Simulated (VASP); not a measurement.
A run of VASP 6.6.1 is set up as follows.

INCAR

```
PREC = Accurate ; ENCUT = 520
EDIFF = 1E-8 ; ISMEAR = -1
SIGMA = 0.03 ; LREAL = False
LASPH = True ; NELM = 100
ALGO = Normal ; ISIF = 2
LWAVE = False ; LCHARG = False
GGA = PE ; LEFG = True
NBANDS = 11
```

The input KPOINTS:

```
regular mesh
0
Gamma
  10 10 10
```

File POSCAR:

```
BeS
1.0
    0.0000000000      2.4250000000      2.4250000000
    2.4250000000      0.0000000000      2.4250000000
    2.4250000000      2.4250000000      0.0000000000
Be S
1 1
Direct
    0.0000000000      0.0000000000      0.0000000000
    0.2500000000      0.2500000000      0.2500000000
```

Potentials or basis: VASP PAW PBE potentials, release 64 (Be, S).

Command:

```console
$ cat potpaw_PBE.64/Be/POTCAR potpaw_PBE.64/S/POTCAR > POTCAR
$ mpirun -np 1 vasp_std > vasp.out
```

Problem. Predict the pressure.

Solution. 1.6 GPa.

Problem. Estimate the band gap on the k mesh.

Solution. 3.11 eV, indirect (least direct gap 5.67 eV).

Caveat: without QUAD_EFG the Cq values of the log hold for a quadrupole moment of 1 mb, not for the nuclei. A k mesh can miss the band edges.
